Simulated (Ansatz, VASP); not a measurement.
This is a calculation of In3Se for VASP 6.6.1.

INCAR

```
SYSTEM = In3Se
ALGO     = Normal         ! electronic algorithm
EDIFF    = 1E-6           ! SCF threshold, eV
ENCUT    = 520            ! plane-wave cutoff, eV
GGA      = CA             ! functional
ISIF     = 2              ! what is computed and relaxed
ISMEAR   = -1             ! smearing method
LASPH    = .TRUE.         ! aspherical terms in the spheres
LCHARG   = .TRUE.         ! write CHGCAR
LELF     = .TRUE.         ! ELF
LREAL    = .FALSE.        ! projectors in reciprocal space
LVHAR    = .TRUE.       
LWAVE    = .FALSE.        ! write WAVECAR
NBANDS   = 30             ! bands
NELM     = 60             ! most SCF steps
PREC     = Accurate       ! precision mode
SIGMA    = 0.05           ! smearing width, eV
```

Contents of KPOINTS:

```
k-points
0
G
  6 6 6
  0 0 0
```

The input POSCAR:

```
In3Se
1.0
    4.7715170420      0.0000000000      0.0000000000
    0.0000000000      4.7715170420      0.0000000000
    0.0000000000      0.0000000000      4.7715170420
In Se
3 1
Direct
    0.5000000000      0.5000000000      0.0000000000
    0.5000000000      0.0000000000      0.5000000000
    0.0000000000      0.5000000000      0.5000000000
    0.0000000000      0.0000000000      0.0000000000
```

Potentials or basis: VASP PAW LDA potentials, release 64 (In_d, Se).

Launch:

```console
$ cat potpaw_LDA.64/In_d/POTCAR potpaw_LDA.64/Se/POTCAR > POTCAR
$ mpirun -np 1 vasp_std > vasp.out
```

Translate it to Ansatz 0.2.0. Potentials there: Ansatz PAW.

As run (the cutoff follows the program's own potentials):

Contents of input.yaml:

```yaml
crystal:
  lattice:
    - [4.771517042, 0.0, 0.0]
    - [0.0, 4.771517042, 0.0]
    - [0.0, 0.0, 4.771517042]
  atoms:
    - { symbol: In, position: [0.5, 0.5, 0.0] }
    - { symbol: In, position: [0.5, 0.0, 0.5] }
    - { symbol: In, position: [0.0, 0.5, 0.5] }
    - { symbol: Se, position: [0.0, 0.0, 0.0] }
hamiltonian:
  xc: lda
  pseudopotentials: { kind: paw }
kpoints:
  mp_grid: { grid: [6, 6, 6] }
scf:
  occupations: { method: fermi_dirac, width: 0.05 }
output:
  forces: true
  stress: true
  eigenvalues: true
```

Potentials or basis: Ansatz PAW.

Command:

```sh
$ ansatz run input.yaml --threads 2 --pin off --max-ram 5632MiB --backend cpu --events-out ev --progress --plain --runs-dir out
```

Both were run:

|  | VASP | Ansatz | Ansatz less VASP |
| --- | --- | --- | --- |
| gap on the k mesh at the Fermi level (eV) | none | none | - |
| pressure (GPa) | -3.8 | -3.8 | -0.01 |

LDA's correlation is that of Perdew and Zunger in VASP and of Perdew and Wang (1992) in Ansatz. A gap of «none» marks a metal or a gap that the smearing closes. VASP's potentials hold 45 valence electrons a cell and Ansatz's 55, so a difference there can come from the potentials and not from the codes.
